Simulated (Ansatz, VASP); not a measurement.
# WSe2 in VASP and in Ansatz

```
W Se
1.0
     3.24861    0.00000    0.00000
    -1.62430    2.81338    0.00000
     0.00000    0.00000   23.62832
W Se
2 4
Cartesian
  1.6243 0.9378 3.7542
  0.0000 1.8756 20.4275
  0.0000 1.8756 4.8648
  1.6243 0.9378 22.0951
  0.0000 1.8756 1.5332
  1.6243 0.9378 18.7635
```

Alike in both runs: task single point; functional LDA; k mesh 9 × 9 × 2; occupations gaussian, width 0.05 eV; no spin polarisation.

|  | VASP | Ansatz |
| --- | --- | --- |
| version | VASP 6.6.1 | Ansatz 0.2.0 |
| potentials or method | VASP PAW LDA potentials, release 64 (W_sv, Se), cutoff 520 eV | scalar-relativistic, plane waves, PAW |
| valence electrons in the cell | 52 | 92 |

Ansatz gave:

```
gap on the k mesh at the Fermi level (eV) : none
rms of the force components (eV/Å)        : 3.681
```

Problem. What did VASP give for the same quantities?

Solution. gap on the k mesh at the Fermi level (eV): none; rms of the force components (eV/Å): 3.723.

Ansatz warns that its potentials were made for another functional, while VASP's fit it. LDA's correlation is that of Perdew and Zunger in VASP and of Perdew and Wang (1992) in Ansatz. Atom by atom the forces differ by 0.059 eV/Å (rms over components). A gap of «none» marks a metal or a gap that the smearing closes. VASP's potentials hold 52 valence electrons a cell and Ansatz's 92, so a difference there can come from the potentials and not from the codes. Ansatz's warnings: xc potential rough in thin density.

Spin-orbit coupling is off throughout.
